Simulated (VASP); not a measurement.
Write the native input for VASP 6.6.1 that does the following.

* Task: single point
* Functional: PBEsol
* Potentials or basis: VASP PAW PBE potentials, release 64 (Ni_sv_GW, Hg_sv_GW)
* Cutoff: 690 eV
* k mesh: 6 × 6 × 6
* Occupations: fermi-dirac, width 0.1 eV
* Spin: collinear spin, ferromagnetic start
* Starting moments: [1.5, 1.5, 1.5, 0.0] μB
* Dipole correction: no
* Further INCAR settings: ALGO = Normal; EDIFF = 1e-06; NBANDS = 49

The structure of Ni3Hg lies in POSCAR:

```
Ni3Hg
1.0
    3.7779075108      0.0000000000      0.0000000000
    0.0000000000      3.7779075108      0.0000000000
    0.0000000000      0.0000000000      3.7779075108
Ni Hg
3 1
Direct
    0.0000000000      0.5000000000      0.5000000000
    0.5000000000      0.0000000000      0.5000000000
    0.5000000000      0.5000000000      0.0000000000
    0.0000000000      0.0000000000      0.0000000000
```

One way to write it, as run:

INCAR

```
SYSTEM = Ni3Hg
PREC     = Accurate       ! precision mode
ENCUT    = 690            ! plane-wave cutoff, eV
EDIFF    = 1E-6           ! SCF threshold, eV
ISMEAR   = -1             ! smearing method
SIGMA    = 0.1            ! smearing width, eV
LREAL    = .FALSE.        ! projectors in reciprocal space
LASPH    = .TRUE.         ! aspherical terms in the spheres
NELM     = 200            ! most SCF steps
ALGO     = Normal         ! electronic algorithm
ISIF     = 2              ! what is computed and relaxed
LWAVE    = .FALSE.        ! write WAVECAR
LCHARG   = .FALSE.        ! write CHGCAR
ISPIN    = 2              ! spin polarisation
MAGMOM   = 1.5 1.5 1.5 0  ! initial moments
LORBIT   = 11             ! projections on sites
LMAXMIX  = 4              ! l up to which the mixer works
GGA      = PS             ! functional
NBANDS   = 49             ! bands
GGA_COMPAT= .FALSE.
```

KPOINTS

```
regular mesh
0
G
  6 6 6
  0 0 0
```

Potentials or basis: VASP PAW PBE potentials, release 64 (Ni_sv_GW, Hg_sv_GW).

The run is started by

```bash
$ cat potpaw_PBE.64/Ni_sv_GW/POTCAR potpaw_PBE.64/Hg_sv_GW/POTCAR > POTCAR
$ mpirun -np 1 vasp_std > vasp.out
```

Results of the run:

```yaml
Pressure: -11.5 GPa
Net_moment: -1.12 μB per cell
Site_moments: Ni -0.40; Hg +0.01 μB
Valence_electrons_inside_the_program's_atomic_spheres: Ni 16.27; Hg 18.02
```

Caveat: the cell stands under tension; the PAW data sets were made with another functional, which shifts forces and pressure a little.

It took 3.7 min on 1 thread of Intel(R) Xeon(R) Platinum 8259CL CPU @ 2.50GHz (Skylake/Cascade Lake), on a shared host, peak memory 0.3 GiB.
